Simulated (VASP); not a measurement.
Wanted: the native input for a VASP 6.6.1 run.

| Item | Value |
| --- | --- |
| Task | dielectric tensor |
| Functional | r2SCAN |
| Potentials or basis | VASP PAW PBE potentials, release 64 (Al, N) |
| Cutoff | 520 eV |
| k mesh | 8 × 8 × 8 |
| Occupations | gaussian, width 0.01 eV |
| Spin | no spin polarisation |
| Dipole correction | no |
| Further INCAR settings | ALGO = Normal; EDIFF = 1e-08 |

The structure of AlN lies in POSCAR:

```
AlN
1.0
    0.0000000000      2.1848764125      2.1193301201
    2.1848764125      0.0000000000      2.1193301201
    2.1848764125      2.1848764125      0.0000000000
Al N
1 1
Direct
    0.0000000000      0.0000000000      0.0000000000
    0.2500000000      0.2500000000      0.2500000000
```

This cell differs from its parent crystal: uniaxial z strain -3.0%.

The input as run:

INCAR

```
SYSTEM = AlN
PREC = Accurate
ENCUT = 520
EDIFF = 1E-8
ISMEAR = 0
SIGMA = 0.01
LREAL = .FALSE.
LASPH = .TRUE.
NELM = 100
ALGO = Normal
ISIF = 2
LWAVE = .FALSE.
LCHARG = .FALSE.
METAGGA = R2SCAN
LMIXTAU = .TRUE.
LCALCEPS = .TRUE.
```

KPOINTS

```
Automatic mesh
0
G
  8 8 8
  0 0 0
```

Potentials or basis: VASP PAW PBE potentials, release 64 (Al, N).

Command:

```console
$ cat potpaw_PBE.64/Al/POTCAR potpaw_PBE.64/N/POTCAR > POTCAR
$ mpirun -np 1 vasp_std > vasp.out
```

Results of the run:

```
Band gap on the k mesh                  : 3.78 eV (least direct gap 5.08 eV)
Electronic dielectric tensor (diagonal) : 4.19, 4.19, 4.22
Born charges (mean of the diagonal)     : Al +2.51; N -2.51 e
```

Caveat: the cell differs from its parent crystal (uniaxial z strain -3.0%); the structure was generated, so it needn't be the stable form of AlN.

Wall time 16 min on 1 thread of AMD EPYC 9R45 (Zen 5), with other jobs on the host, peak memory 0.26 GiB.
